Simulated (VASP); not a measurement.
# Mg3B (P1) in VASP: relaxation of cell and atoms with PBE

Aim: the relaxation of cell and atoms of Mg3B with PBE.

Everything below comes from runs of VASP 6.6.1. Logs are shortened: lines on timing, memory, paths and dates and some standing lists are left out, and cuts for length are marked.

## (1) The cell of the first run

The typed cell holds 8 atoms: a = 4.045 Å, b = 4.050 Å, c = 8.034 Å, α = 88.68°, β = 92.11°, γ = 90.82°.

## (2) Relaxation of cell and atoms, PBE

INCAR

```
PREC = Accurate
ENCUT = 600
EDIFF = 1E-6
ISMEAR = 0
SIGMA = 0.1
LREAL = F
LASPH = T
NELM = 60
ALGO = Fast
ISIF = 3
LWAVE = F
LCHARG = F
GGA = PE
IBRION = 2
NSW = 100
EDIFFG = -0.015
```

KPOINTS

```
Automatic mesh
0
Gamma
  6 6 4
```

POSCAR

```
Mg3B
1.0
   -4.0446360259      0.0741388712      0.0285854888
    0.0285854888     -0.0462258426     -4.0498485686
    0.1482777423     -8.0318379044     -0.0924516851
Mg B
6 2
Direct
    0.9899174100      0.5060752403      0.7476572522
    0.9880141682      0.4832885730      0.2421565921
    0.5129331062      0.5002144883      0.5151632569
    0.5082384671      0.5045468821      0.0118042028
    0.5020104683      1.0266036555      0.7468601500
    0.4978204285      0.9843807422      0.2469217684
    0.9976154402      1.0148376404      0.9978051264
    1.0034505115      0.9800527782      0.4916316512
```

Potentials or basis: VASP PAW PBE potentials, release 64 (Mg, B).

Run with:

```sh
$ cat potpaw_PBE.64/Mg/POTCAR potpaw_PBE.64/B/POTCAR > POTCAR
$ mpirun -np 1 vasp_std > vasp.out
```

OUTCAR:

```text
PREC = Accurate
   ENCUT = 600
   EDIFF = 1E-6
   ISMEAR = 0
   LREAL = F
   LASPH = T
   NELM = 60
   ISIF = 3
   GGA = PE
   IBRION = 2
   NSW = 100
   EDIFFG = -0.015

 ion  position               nearest neighbor table
   1  0.990  0.506  0.748-   3 2.64   5 2.75   8 2.78   7 2.79   5 2.86   3 2.87   5 2.91   7 2.91
                             4 2.93   4 2.93   5 2.93
   2  0.988  0.483  0.242-   4 2.63   7 2.76   6 2.81   8 2.83   4 2.85   6 2.86   8 2.87   6 2.87
                             7 2.88   6 2.91   3 2.97   3 3.00
   3  0.513  0.500  0.515-   1 2.64   5 2.64   8 2.77   8 2.85   5 2.86   1 2.87   6 2.88   2 2.97
                             2 3.00   6 3.03
   4  0.508  0.505  0.012-   2 2.63   6 2.74   6 2.80   7 2.83   7 2.84   7 2.84   2 2.85   5 2.91
                             1 2.93   1 2.93   5 2.97
   5  0.502  0.027  0.747-   3 2.64   1 2.75   7 2.79   8 2.83   1 2.86   3 2.86   1 2.91   4 2.91
                             1 2.93   4 2.97
   6  0.498  0.984  0.247-   4 2.74   8 2.78   7 2.80   4 2.80   2 2.81   8 2.86   2 2.86   2 2.87
                             3 2.88   7 2.90   2 2.91   3 3.03
   7  0.998  0.015  0.998-   2 2.76   5 2.79   1 2.79   6 2.80   4 2.83   4 2.84   4 2.84   2 2.88
                             6 2.90   1 2.91
   8  0.003  0.980  0.492-   3 2.77   1 2.78   6 2.78   2 2.83   5 2.83   3 2.85   6 2.86   2 2.87

  LATTYP: Found a triclinic cell.
 ALAT       =     4.0502132521
 B/A-ratio  =     1.4032122135
 C/A-ratio  =     2.3923207041
 COS(alpha) =     0.0088389853
 COS(beta)  =     0.4048781204
 COS(gamma) =     0.7024496221

  Lattice vectors:

 A1 = (   0.0285854888,  -0.0462258426,  -4.0498485686)
 A2 = (  -4.0160505371,   0.0279130286,  -4.0212630798)
 A3 = (   3.9249437724,   7.9114731906,  -3.9859823723)

Analysis of symmetry for initial positions (statically):
=====================================================================
 Subroutine PRICEL returns:
 Original cell was already a primitive cell.

 Routine SETGRP: Setting up the symmetry group for a
 triclinic supercell.

 Subroutine GETGRP returns: Found  1 space group operations
 (whereof  1 operations were pure point group operations)
 out of a pool of  2 trial point group operations.

The static configuration has the point symmetry C_1 .

Analysis of symmetry for dynamics (positions and initial velocities):
=====================================================================
 Subroutine PRICEL returns:
 Original cell was already a primitive cell.

 Routine SETGRP: Setting up the symmetry group for a
 triclinic supercell.

[... 156 lines left out ...]
--------------------------------------- Ionic step        1  -------------------------------------------

 number of electron      18.0000000 magnetization

 Free energy of the ion-electron system (eV)
  ---------------------------------------------------
  ext. energy  EPLUGINS =         0.00000000
  ---------------------------------------------------
  free energy    TOTEN  =       -17.66748637 eV

  energy without entropy =      -17.64950142  energy(sigma->0) =      -17.65849390

------------------------ aborting loop because EDIFF is reached ----------------------------------------

  FORCE on cell =-STRESS in cart. coord.  units (eV):
  Direction    XX          YY          ZZ          XY          YZ          ZX
  --------------------------------------------------------------------------------------
  -------------------------------------------------------------------------------------
  Total        0.6157716      1.4470448      0.4171483      1.4555539     -0.7444013      0.4763319
  in kB        7.5027678     17.6312806      5.0826752     17.7349584     -9.0700356      5.8037881
  external PRESSURE =      10.0722412 kB  Pullay stress =       0.0000000 kB
[... 107 lines left out ...]
  FREE ENERGIE OF THE ION-ELECTRON SYSTEM (eV)
  ---------------------------------------------------
  free  energy   TOTEN  =       -17.9641436105 eV

  energy  without entropy=      -17.9506330980  energy(sigma->0) =      -17.95738835

[... ionic steps 4 to 16 ...]

--------------------------------------- Ionic step       17  -------------------------------------------

 number of electron      18.0000000 magnetization

------------------------ aborting loop because EDIFF is reached ----------------------------------------
[... 79 lines left out ...]
--------------------------------------- Ionic step       19  -------------------------------------------

 number of electron      18.0000000 magnetization

 Free energy of the ion-electron system (eV)
  ---------------------------------------------------
  ext. energy  EPLUGINS =         0.00000000
  ---------------------------------------------------
  free energy    TOTEN  =       -17.98590963 eV

  energy without entropy =      -17.97313544  energy(sigma->0) =      -17.97952254

 E-fermi :   3.6118     XC(G=0):  -9.4057

 val. band max:        3.5605755778   @ k =   0.5000   0.5000   0.2500
 cond. band min:       3.6398282960   @ k =  -0.1667  -0.0000   0.2500
 fundamental gap:      0.0792527182
 Fermi energy:         3.6117860518

 k-point     1 :       0.0000    0.0000    0.0000
  band No.  band energies     occupation
      1      -5.1512      2.00000
      2      -3.6011      2.00000
      3      -2.3510      2.00000
      4       1.9160      2.00000
      5       2.6083      2.00000
      6       2.7184      2.00000
      7       2.7268      2.00000
      8       3.7107      0.16187
      9       3.7222      0.11842
     10       4.6714      0.00000
     11       5.2072      0.00000
     12       5.7501      0.00000
     13       5.8604      0.00000
     14       6.0266      0.00000
[... 377 lines left out ...]
      1      -3.4547      2.00000
      2      -2.6928      2.00000
      3      -2.1746      2.00000
      4      -1.0984      2.00000
      5       0.2056      2.00000
      6       0.9978      2.00000
      7       2.6840      2.00000
      8       3.7212      0.12162
      9       3.8233      0.00278
     10       4.2984      0.00000
     11       5.7663      0.00000
     12       6.1835      0.00000
     13       6.4921      0.00000
     14       6.8993      0.00000

 [... further k-points ...]

------------------------ aborting loop because EDIFF is reached ----------------------------------------

  FORCE on cell =-STRESS in cart. coord.  units (eV):
  Direction    XX          YY          ZZ          XY          YZ          ZX
  --------------------------------------------------------------------------------------
  -------------------------------------------------------------------------------------
  Total       -0.0056586      0.0082210     -0.0202495     -0.0084867      0.0110359     -0.0009244
  in kB       -0.0685610      0.0996072     -0.2453462     -0.1028269      0.1337127     -0.0112008
  external PRESSURE =      -0.0714333 kB  Pullay stress =       0.0000000 kB
[... 23 lines left out ...]
  FREE ENERGIE OF THE ION-ELECTRON SYSTEM (eV)
  ---------------------------------------------------
  free  energy   TOTEN  =       -17.9859096330 eV

  energy  without entropy=      -17.9731354439  energy(sigma->0) =      -17.97952254

 reached required accuracy - stopping structural energy minimisation
```

OSZICAR:

```text
N       E                     dE             d eps       ncg     rms          rms(c)
DAV:   1     0.274942270156E+02    0.27494E+02   -0.67012E+03  2128   0.113E+03
DAV:   2    -0.160517466060E+02   -0.43546E+02   -0.40862E+02  2736   0.120E+02
DAV:   3    -0.189237027228E+02   -0.28720E+01   -0.27650E+01  2878   0.277E+01
[... 132 lines left out ...]
       N       E                     dE             d eps       ncg     rms          rms(c)
DAV:   1    -0.179859050085E+02   -0.80212E-04   -0.10776E-02  2212   0.735E-01    0.127E-02
RMM:   2    -0.179859101489E+02   -0.51404E-05   -0.17907E-04  2129   0.109E-01    0.632E-03
RMM:   3    -0.179859099138E+02    0.23510E-06   -0.19919E-05  2167   0.280E-02    0.360E-03
RMM:   4    -0.179859096330E+02    0.28079E-06   -0.46628E-06  1931   0.121E-02
  19 F= -.17985910E+02 E0= -.17979523E+02  d E =-.847565E-04
```

It took 13 min on 1 thread of Intel Xeon 6975P-C (Granite Rapids), shared host; peak memory 0.38 GiB.

What came out:

```
Free energy                           : -17.9859 eV
Relaxed volume                        : 16.53 Å³/atom
Relaxed cell                          : a = 4.029 Å, b = 4.033 Å, c = 8.136 Å, α = 90.02°, β = 89.98°, γ = 90.02°
Space group after relaxing (to 0.1 Å) : Pmma (No. 51)
Energy gained by relaxing             : 39.8 meV/atom
Ionic steps                           : 19
Pressure after relaxing               : 0.0 GPa
Largest force after relaxing          : 0.011 eV/Å
Band gap on the k mesh                : zero (bands 9 and 10 overlap by 2.49 eV)
```

Forces in eV/Å, atoms in the order of the input:
```
Mg  -0.001  0.006 -0.006
Mg  -0.001  0.001  0.001
Mg   0.002 -0.004  0.001
Mg   0.000 -0.002  0.000
Mg  -0.002  0.006  0.000
Mg   0.002  0.003  0.005
B   -0.001 -0.009  0.006
B    0.001  0.000 -0.007
```

The path:
| step | energy change (eV) | largest force (eV/Å) | pressure (GPa) | volume (Å³) |
| --- | --- | --- | --- | --- |
| 1 | 0.0000 | 1.5159 | 1.01 | 131.49 |
| 2 | -0.2582 | 0.5413 | -0.34 | 133.46 |
| 3 | -0.2967 | 0.1652 | -0.86 | 134.59 |
| 4 | -0.2967 | 0.1641 | -0.88 | 134.65 |
| 5 | -0.3086 | 0.0928 | -0.14 | 132.74 |
| 6 | -0.3099 | 0.0887 | 0.19 | 131.92 |
| 7 | -0.3122 | 0.0825 | 0.10 | 132.13 |
| 8 | -0.3134 | 0.0891 | -0.03 | 132.42 |
| 9 | -0.3147 | 0.0602 | -0.04 | 132.42 |
| 10 | -0.3161 | 0.0555 | -0.05 | 132.43 |
| 11 | -0.3168 | 0.0321 | 0.04 | 132.18 |
| 12 | -0.3169 | 0.0319 | 0.09 | 132.06 |
| 13 | -0.3174 | 0.0290 | -0.04 | 132.36 |
| 14 | -0.3175 | 0.0293 | -0.12 | 132.55 |
| 15 | -0.3179 | 0.0201 | -0.08 | 132.45 |
| 16 | -0.3182 | 0.0206 | 0.01 | 132.21 |
| 17 | -0.3183 | 0.0177 | 0.01 | 132.21 |
| 18 | -0.3183 | 0.0151 | 0.01 | 132.20 |
| 19 | -0.3184 | 0.0109 | -0.01 | 132.23 |

Final structure:
```
Mg B
1.0
    -4.02949   -0.00035    0.00066
     0.00056    0.00065   -4.03347
    -0.00149   -8.13609    0.00199
Mg B
6 2
Direct
  0.99979 0.49911 0.75041
  0.00019 0.50069 0.25017
  0.50000 0.50195 0.50017
  0.50016 0.49837 0.00013
  0.49954 0.99965 0.75042
  0.50041 0.00051 0.25034
  0.99864 0.01145 0.99888
  0.00128 0.98828 0.49947
```
